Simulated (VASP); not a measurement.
Wanted: the native input for a VASP 6.6.1 run.

```yaml
Task: single point
Functional: PBEsol
Potentials_or_basis: VASP PAW PBE potentials, release 64 (Be)
Cutoff: 520 eV
k_mesh: 24 × 24 × 14
Occupations: gaussian, width 0.15 eV
Spin: no spin polarisation
Dipole_correction: no
Further_INCAR_settings: ALGO = Normal; EDIFF = 1e-06; NBANDS = 9
```

The structure of Be lies in POSCAR:

```
Be
1.0
    2.2305169254      0.0000000000      0.0000000000
   -1.1152584627      1.9316843209      0.0000000000
    0.0000000000      0.0000000000      3.4928730000
Be
2
Direct
    0.3333333333      0.6666666667      0.2500000000
    0.6666666667      0.3333333333      0.7500000000
```

This cell differs from its parent crystal: strain -0.030 along x and y, -0.030 along z.

One way to write it, as run:

INCAR

```
SYSTEM = Be
PREC     = Accurate       ! precision mode
ENCUT    = 520            ! plane-wave cutoff, eV
EDIFF    = 1E-6           ! SCF threshold, eV
ISMEAR   = 0              ! smearing method
SIGMA    = 0.15           ! smearing width, eV
LREAL    = .FALSE.        ! projectors in reciprocal space
LASPH    = .TRUE.         ! aspherical terms in the spheres
NELM     = 60             ! most SCF steps
ALGO     = Normal         ! electronic algorithm
ISIF     = 2              ! what is computed and relaxed
LWAVE    = .FALSE.        ! write WAVECAR
LCHARG   = .FALSE.        ! write CHGCAR
GGA      = PS             ! functional
NBANDS   = 9              ! bands
```

KPOINTS

```
Automatic mesh
0
G
  24 24 14
  0 0 0
```

Potentials or basis: VASP PAW PBE potentials, release 64 (Be).

Run with:

```bash
$ cat potpaw_PBE.64/Be/POTCAR > POTCAR
$ mpirun -np 1 vasp_std > vasp.out
```

Results of the run:

| Property | Result |
| --- | --- |
| Pressure | 5.9 GPa |
| Band gap on the k mesh | zero (bands 2 and 3 overlap by 2.14 eV) |

Caveat: the cell differs from its parent crystal (strain -0.030 along x and y, -0.030 along z); the cell stands under pressure; the PAW data sets were made with another functional, which shifts forces and pressure a little.

Run time: 25 s on 1 thread of AMD EPYC 9R45 96-Core Processor (Zen 5) (shared host), peak memory 0.14 GiB.
